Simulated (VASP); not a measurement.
# NbC2 (P4mm) in VASP: relaxation of cell and atoms with PBE

Aim: the relaxation of cell and atoms of NbC2 with PBE.

Program: VASP 6.6.1. These are calculated values, not measurements. Logs are shortened: lines on timing, memory, paths and dates and some standing lists are left out, and cuts for length are marked.

## 1. The cell of the first run

Symmetry: P4mm, No. 99, tetragonal system. The conventional cell has a = 3.758 Å, b = 3.758 Å, c = 3.595 Å, α = 90.00°, β = 90.00°, γ = 90.00°. Nb (site symmetry 4mm) has 4 C at 2.23 Å within 2.9 Å. C (site symmetry 2mm) has 2 Nb at 2.23 Å and 4 C at 2.66 Å within 2.9 Å.

## 2. Relaxation of cell and atoms, PBE

The input, INCAR:

```
PREC = Accurate
ENCUT = 600
EDIFF = 1E-7
ISMEAR = 0
SIGMA = 0.2
LREAL = False
LASPH = True
NELM = 120
ALGO = Normal
ISIF = 3
LWAVE = False
LCHARG = False
GGA = PE
IBRION = 2
NSW = 36
EDIFFG = -0.08
GGA_COMPAT = False
NELMIN = 4
```

The input, KPOINTS:

```
Automatic mesh
0
Gamma
  5 5 5
```

The input, POSCAR:

```
NbC2
1.0
    3.7582804800      0.0000000000      0.0000000000
    0.0000000000      3.7582804800      0.0000000000
    0.0000000000      0.0000000000      3.5946950500
Nb C
1 2
Direct
    0.5000000000      0.5000000000      0.4237800300
    0.5000000000      0.0000000000      0.0909743400
    0.0000000000      0.5000000000      0.0909743400
```

Potentials or basis: VASP PAW PBE potentials, release 64 (Nb_sv, C).

The run is started by

```console
$ cat potpaw_PBE.64/Nb_sv/POTCAR potpaw_PBE.64/C/POTCAR > POTCAR
$ mpirun -np 1 vasp_std > vasp.out
```

OUTCAR:

```text
PREC = Accurate
   ENCUT = 600
   EDIFF = 1E-7
   ISMEAR = 0
   LREAL = False
   LASPH = True
   NELM = 120
   ISIF = 3
   GGA = PE
   IBRION = 2
   NSW = 36
   EDIFFG = -0.08
   NELMIN = 4

 ion  position               nearest neighbor table
   1  0.500  0.500  0.424-   2 2.23   3 2.23   2 2.23   3 2.23
   2  0.500  0.000  0.091-   1 2.23   1 2.23
   3  0.000  0.500  0.091-   1 2.23   1 2.23

  LATTYP: Found a simple tetragonal cell.
 ALAT       =     3.7582804800
 C/A-ratio  =     0.9564733311

  Lattice vectors:

 A1 = (   3.7582804800,   0.0000000000,   0.0000000000)
 A2 = (   0.0000000000,   3.7582804800,   0.0000000000)
 A3 = (   0.0000000000,   0.0000000000,   3.5946950500)

Analysis of symmetry for initial positions (statically):
=====================================================================
 Subroutine PRICEL returns:
 Original cell was already a primitive cell.

 Routine SETGRP: Setting up the symmetry group for a
 simple tetragonal supercell.

 Subroutine GETGRP returns: Found  8 space group operations
 (whereof  8 operations were pure point group operations)
 out of a pool of 16 trial point group operations.

The static configuration has the point symmetry C_4v.

Analysis of symmetry for dynamics (positions and initial velocities):
=====================================================================
 Subroutine PRICEL returns:
 Original cell was already a primitive cell.

 Routine SETGRP: Setting up the symmetry group for a
 simple tetragonal supercell.

 Subroutine GETGRP returns: Found  8 space group operations
 (whereof  8 operations were pure point group operations)
 out of a pool of 16 trial point group operations.

The dynamic configuration has the point symmetry C_4v.

 Subroutine INISYM returns: Found  8 space group operations
 (whereof  8 operations are pure point group operations),
 and found     1 'primitive' translations

----------------------------------------------------------------------------------------

                                     Primitive cell

  volume of cell :      50.7739

  direct lattice vectors                    reciprocal lattice vectors
     3.758280480  0.000000000  0.000000000     0.266079130  0.000000000  0.000000000
     0.000000000  3.758280480  0.000000000     0.000000000  0.266079130  0.000000000
     0.000000000  0.000000000  3.594695050     0.000000000  0.000000000  0.278187714

  length of vectors
     3.758280480  3.758280480  3.594695050     0.266079130  0.266079130  0.278187714

  position of ions in fractional coordinates (direct lattice)
     0.500000000  0.500000000  0.423780030
     0.500000000  0.000000000  0.090974340
     0.000000000  0.500000000  0.090974340

  ion indices of the primitive-cell ions
[... 62 lines left out ...]
   ICHARG =      2    charge: 1-file 2-atom 10-const
   ISPIN  =      1    spin polarized calculation?
   LNONCOLLINEAR =      F non collinear calculations
   LSORBIT =      F    spin-orbit coupling
   LASPH  =      T    aspherical Exc in radial PAW
   ENCUT  =  600.0 eV  44.10 Ry    6.64 a.u.   7.51  7.51  7.18*2*pi/ulx,y,z
   NELM   =    120;   NELMIN=  4; NELMDL= -5     # of ELM steps
   EDIFF  = 0.1E-06   stopping-criterion for ELM
   LREAL  =      F    real-space projection
   EDIFFG = -.8E-01   stopping-criterion for IOM
   NSW    =     36    number of steps for IOM
   IBRION =      2    ionic relax: 0-MD 1-quasi-New 2-CG
   NFREE  =      1    steps in history (QN), initial steepest desc. (CG)
   ISIF   =      3    stress and relaxation
   ISYM   =      2    0-nonsym 1-usesym 2-fastsym
   POTIM  = 0.5000    time-step for ionic-motion
   TEBEG  =    0.0;   TEEND  =   0.0 temperature during run
   PSTRESS=    0.0 pullay stress
   NELECT =      21.0000    total number of electrons
   NUPDOWN=      -1.0000    fix difference up-down
   EMIN   =  10.00;   EMAX   =-10.00  energy-range for DOS
   EFERMI =   0.00;   METHOD = LEGACY
   ISMEAR =     0;   SIGMA  =   0.20  broadening in eV -4-tet -1-fermi 0-gaus
   EFERMI_NEDOS =   21; number of points for ismear=-14 and -15
   IALGO  =     38    algorithm
   IMIX   =      4    mixing-type and parameters
     AMIX     =   0.40;   BMIX     =  1.00
     AMIX_MAG =   1.60;   BMIX_MAG =  1.00
  volume/ion in A,a.u.               =      16.92       114.21
  Fermi-wavevector in a.u.,A,eV,Ry     =   1.219741  2.304977 20.242329  1.487769
  Thomas-Fermi vector in A             =   2.354983
   LORBIT       =      0    0 simple, 1 ext, 2 COOP (PROOUT), +10 PAW based schemes
   GGA     = PE    functional components
   LHFCALC =     F    Hartree Fock is set to
   AEXX    =    0.0000 exact exchange contribution
   IVDW    =     0    specifies the selected vdW correction
   LEPSILON=     F    determine dielectric tensor
   LRPA    =     F    only Hartree local field effects (RPA)
 conjugate gradient relaxation of ions
 non-spin polarized calculation
 Gauss-broadening in eV      SIGMA  =   0.20
  energy-cutoff  :      600.00
  volume of cell :       50.77
 maximum number of plane-waves:      1714
 NGX is ok and might be reduce to    30
   NGX = 15   NGY = 15   NGZ = 15

--------------------------------------- Ionic step        1  -------------------------------------------

 number of electron      21.0000002 magnetization

 Free energy of the ion-electron system (eV)
  ---------------------------------------------------
  ext. energy  EPLUGINS =         0.00000000
  ---------------------------------------------------
  free energy    TOTEN  =       -22.79503003 eV

  energy without entropy =      -22.74107284  energy(sigma->0) =      -22.76805144

 E-fermi :   4.3075     XC(G=0):  -9.9877

 val. band max:        4.2472312153   @ k =   0.2000   0.2000   0.2000
 cond. band min:       4.3550659214   @ k =   0.4000   0.2000   0.2000
 fundamental gap:      0.1078347061
 Fermi energy:         4.3075096786
[... 712 lines left out ...]
      1     -46.1079      2.00000
      2     -22.6032      2.00000
      3     -22.3028      2.00000
      4     -22.3013      2.00000
      5      -1.6435      2.00000
      6      -1.1965      2.00000
      7       4.2888      2.00000
      8       4.7471      2.00000
      9       6.6842      2.00000
     10       6.7516      2.00000
     11       8.4868      2.00000
     12      11.7921      0.00000
     13      12.7841      0.00000
     14      13.0717      0.00000

[... ionic steps 4 to 17 ...]

--------------------------------------- Ionic step       18  -------------------------------------------

 number of electron      21.0000001 magnetization

------------------------ aborting loop because EDIFF is reached ----------------------------------------
[... 69 lines left out ...]
--------------------------------------- Ionic step       20  -------------------------------------------

 number of electron      21.0000001 magnetization

 Free energy of the ion-electron system (eV)
  ---------------------------------------------------
  ext. energy  EPLUGINS =         0.00000000
  ---------------------------------------------------
  free energy    TOTEN  =       -25.68356354 eV

  energy without entropy =      -25.65575285  energy(sigma->0) =      -25.66965819

 E-fermi :  10.0490     XC(G=0): -12.4414

 val. band max:        9.8505676704   @ k =   0.2000   0.0000   0.0000
 cond. band min:      10.1166214154   @ k =   0.4000   0.2000   0.4000
 fundamental gap:      0.2660537450
 Fermi energy:        10.0490498892
[... 334 lines left out ...]
  FREE ENERGIE OF THE ION-ELECTRON SYSTEM (eV)
  ---------------------------------------------------
  free  energy   TOTEN  =       -25.6835635372 eV

  energy  without entropy=      -25.6557528492  energy(sigma->0) =      -25.66965819

 reached required accuracy - stopping structural energy minimisation
```

OSZICAR:

```text
N       E                     dE             d eps       ncg     rms          rms(c)
DAV:   1     0.169759990643E+03    0.16976E+03   -0.12046E+04   504   0.155E+03
DAV:   2    -0.113439676351E+02   -0.18110E+03   -0.17869E+03   630   0.473E+02
DAV:   3    -0.262517533860E+02   -0.14908E+02   -0.14653E+02   978   0.987E+01
[... 248 lines left out ...]
DAV:   5    -0.256835579607E+02   -0.58436E-05   -0.13529E-05   642   0.391E-02    0.246E-02
DAV:   6    -0.256835637854E+02   -0.58248E-05   -0.26930E-05   916   0.396E-02    0.340E-03
DAV:   7    -0.256835638052E+02   -0.19799E-07   -0.13503E-06   642   0.109E-02    0.251E-03
DAV:   8    -0.256835635743E+02    0.23090E-06   -0.12312E-07   436   0.435E-03    0.408E-04
DAV:   9    -0.256835635372E+02    0.37086E-07   -0.28537E-08   342   0.271E-03
  20 F= -.25683564E+02 E0= -.25669658E+02  d E =-.686632E-03
```

Wall time 2.4 min (1 thread of Intel Xeon 6975P-C (Granite Rapids), shared host); peak memory 0.19 GiB.

Results:

```yaml
Free_energy: -25.6836 eV
Relaxed_volume: 10.59 Å³/atom
Relaxed_cell: a = 3.180 Å, b = 3.180 Å, c = 3.142 Å, α = 90.00°, β = 90.00°, γ = 90.00°
Space_group_after_relaxing_to_0.05_Å: P4/mmm (No. 123)
Energy_gained_by_relaxing: 962.8 meV/atom
Ionic_steps: 20
Pressure_after_relaxing: 0.2 GPa
Largest_force_after_relaxing: 0.064 eV/Å
```

Forces in eV/Å, atoms in the order of the input:
```
Nb   0.000  0.000 -0.064
C    0.000  0.000  0.032
C    0.000  0.000  0.032
```

Step by step:
| step | energy change (eV) | largest force (eV/Å) | pressure (GPa) | volume (Å³) |
| --- | --- | --- | --- | --- |
| 1 | 0.0000 | 1.7659 | -28.99 | 50.77 |
| 2 | 0.4991 | 11.2948 | 71.82 | 31.40 |
| 3 | -1.3253 | 2.6947 | -4.52 | 40.26 |
| 4 | -1.3287 | 2.8954 | -3.10 | 39.95 |
| 5 | -1.9117 | 3.0250 | 0.12 | 36.21 |
| 6 | -1.5262 | 1.4394 | 42.33 | 30.02 |
| 7 | -2.0130 | 3.5073 | 8.54 | 34.20 |
| 8 | -2.0011 | 2.9444 | 19.86 | 32.25 |
| 9 | -2.0385 | 3.3038 | 14.35 | 33.05 |
| 10 | -2.2934 | 1.9433 | 10.45 | 32.69 |
| 11 | -2.4209 | 0.0847 | 10.77 | 32.19 |
| 12 | -2.6421 | 0.3027 | 1.86 | 32.89 |
| 13 | -2.7512 | 0.4482 | -7.58 | 33.78 |
| 14 | -2.7530 | 0.4605 | -8.63 | 33.89 |
| 15 | -2.8111 | 0.4701 | -5.14 | 33.15 |
| 16 | -2.8699 | 0.4070 | 6.16 | 31.19 |
| 17 | -2.8724 | 0.4405 | 3.83 | 31.55 |
| 18 | -2.8877 | 0.1340 | 1.05 | 31.67 |
| 19 | -2.8878 | 0.1017 | 0.77 | 31.68 |
| 20 | -2.8885 | 0.0637 | 0.20 | 31.78 |

Final structure:
```cif
data_structure
_symmetry_space_group_name_H-M 'P 1'
_symmetry_Int_Tables_number 1
_cell_length_a 3.1800
_cell_length_b 3.1800
_cell_length_c 3.1423
_cell_angle_alpha 90.000
_cell_angle_beta 90.000
_cell_angle_gamma 90.000
_cell_volume 31.78
loop_
_atom_site_label
_atom_site_type_symbol
_atom_site_fract_x
_atom_site_fract_y
_atom_site_fract_z
_atom_site_occupancy
Nb1 Nb 0.50000 0.50000 0.53605 1
C1 C 0.50000 0.00000 0.03484 1
C2 C 0.00000 0.50000 0.03484 1
```

Caveat: the volume moved by over 15 % at a fixed basis, so the end points are rough; the relaxation stopped at a loose force limit of 0.08 eV/Å, so its end isn't a converged minimum.
